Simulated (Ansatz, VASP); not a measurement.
**Two plane-wave programs on BN**

File INCAR:

```
SYSTEM = BN
ALGO = Normal
EDIFF = 1E-6
ENCUT = 520
GGA = PE
ISIF = 2
ISMEAR = 0
LASPH = .True.
LCHARG = .False.
LREAL = .False.
LWAVE = .False.
NBANDS = 16
NELM = 80
PREC = Accurate
SIGMA = 0.05
```

File KPOINTS:

```
k-points
0
Gamma
  12 12 4
  0 0 0
```

The input POSCAR:

```
BN
1.0
    2.5121751215      0.0000000000      0.0000000000
   -1.2560875608      2.1756074740      0.0000000000
    0.0000000000      0.0000000000      8.3436910039
B N
2 2
Direct
    0.3610820724      0.6869801535      0.2500000000
    0.6944154057      0.3536468202      0.7500000000
    0.3333333333      0.6666666667      0.7500000000
    0.6666666667      0.3333333333      0.2500000000
```

Input for Ansatz:

```yaml
crystal:
  lattice:
    - [2.5121751215, 0.0, 0.0]
    - [-1.2560875608, 2.175607474, 0.0]
    - [0.0, 0.0, 8.3436910039]
  atoms:
    - { symbol: B, position: [0.3610820724, 0.6869801535, 0.25] }
    - { symbol: B, position: [0.6944154057, 0.3536468202, 0.75] }
    - { symbol: "N", position: [0.3333333333, 0.6666666667, 0.75] }
    - { symbol: "N", position: [0.6666666667, 0.3333333333, 0.25] }
basis:
  ecutwfc: 420
kpoints:
  mp_grid: { grid: [12, 12, 4] }
hamiltonian:
  xc: pbe
scf:
  occupations: { method: gaussian, width: 0.05 }
output:
  forces: true
  stress: true
  eigenvalues: true
```

Change from the starting cell: all B atoms moved +0.062 Å, as atom 1 along Cartesian [1 1 0].

Alike in both runs: task single point; functional PBE; k mesh 12 × 12 × 4; occupations gaussian, width 0.05 eV; no spin polarisation.

|  | VASP | Ansatz |
| --- | --- | --- |
| version | VASP 6.6.1 | Ansatz 0.2.0 |
| potentials or method | VASP PAW PBE potentials, release 64 (B, N), cutoff 520 eV | scalar-relativistic, plane waves, PAW |
| valence electrons in the cell | 16 | 16 |

|  | VASP | Ansatz | Ansatz less VASP |
| --- | --- | --- | --- |
| gap on the k mesh at the Fermi level (eV) | 4.35 | 4.35 | +0.007 |
| least direct gap on the mesh (eV) | 4.71 | 4.71 | +0.003 |
| pressure (GPa) | 1.2 | 1.2 | -0.03 |
| traceless stress, the component that is largest in VASP (GPa) | -1.28 | -1.13 | +0.148 |
| rms of the force components (eV/Å) | 1.466 | 1.470 | +0.0040 |

Atom by atom the forces differ by 0.004 eV/Å (rms over components).
